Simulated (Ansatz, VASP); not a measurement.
# SnSe in VASP and in Ansatz

```
CELL_PARAMETERS angstrom
-0.01505 3.01000 3.01000
2.99495 0.00000 2.99495
3.01000 3.01000 -0.01505
ATOMIC_POSITIONS crystal
Sn 0.00000 0.00000 0.00000
Se 0.50000 0.50000 0.50000
```

Change from the starting cell: strain -0.0100 x Voigt [0, 0, 0, 0, 1, 0], atoms carried along.

Alike in both runs: task single point; functional LDA; k mesh 8 × 8 × 8; occupations gaussian, width 0.05 eV; no spin polarisation.

```csv
,VASP,Ansatz
version,VASP 6.6.1,Ansatz 0.2.0
potentials or method,"VASP PAW LDA potentials, release 64 (Sn_d, Se), cutoff 520 eV","scalar-relativistic, plane waves, PAW"
valence electrons in the cell,20,30
```

```tsv
	VASP	Ansatz	Ansatz less VASP
gap on the k mesh at the Fermi level (eV)	0.58	0.56	-0.018
least direct gap on the mesh (eV)	0.63	0.61	-0.019
pressure (GPa)	-3.3	-3.4	-0.07
traceless stress, the component that is largest in VASP (GPa)	0.20	0.20	+0.001
```

LDA's correlation is that of Perdew and Zunger in VASP and of Perdew and Wang (1992) in Ansatz. VASP's potentials hold 20 valence electrons a cell and Ansatz's 30, so a difference there can come from the potentials and not from the codes.
